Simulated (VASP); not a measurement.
Set up this calculation in VASP 6.6.1, as the native input.

| Item | Value |
| --- | --- |
| Task | single point |
| Functional | LDA |
| Potentials or basis | VASP PAW LDA potentials, release 64 (Ir) |
| Cutoff | 520 eV |
| k mesh | 18 × 18 × 10 |
| Occupations | gaussian, width 0.15 eV |
| Spin | no spin polarisation |
| Dipole correction | no |
| Further INCAR settings | ALGO = Normal; EDIFF = 1e-06; NBANDS = 16 |

The structure of Ir lies in POSCAR:

```
Ir
1.0
    2.7052421931      0.0000000000      0.0000000000
   -1.3526210966      2.3428084626      0.0000000000
    0.0000000000      0.0000000000      4.0353000000
Ir
2
Direct
    0.6666666667      0.3333333333      0.7500000000
    0.3333333333      0.6666666667      0.2500000000
```

This isn't the form of Ir at room conditions, which is fcc.

One way to write it, as run:

INCAR

```
  PREC = Accurate
  ENCUT = 520
  EDIFF = 1E-6
  ISMEAR = 0
  SIGMA = 0.15
  LREAL = F
  LASPH = T
  NELM = 60
  ALGO = Normal
  ISIF = 2
  LWAVE = F
  LCHARG = F
  GGA = CA
  NBANDS = 16
```

KPOINTS

```
regular mesh
0
Gamma
  18 18 10
```

Potentials or basis: VASP PAW LDA potentials, release 64 (Ir).

Run with:

```console
$ cat potpaw_LDA.64/Ir/POTCAR > POTCAR
$ mpirun -np 1 vasp_std > vasp.out
```

Results of the run:

- Pressure: 50.0 GPa
- Band gap on the k mesh: zero (bands 9 and 10 overlap by 3.57 eV)

Caveat: the cell stands under pressure; spin-orbit coupling is left out, which moves the levels of the heavy elements.

Wall time 46 s on 1 thread of Intel(R) Xeon(R) Platinum 8488C (Sapphire Rapids), with other jobs on the host, peak memory 0.18 GiB.
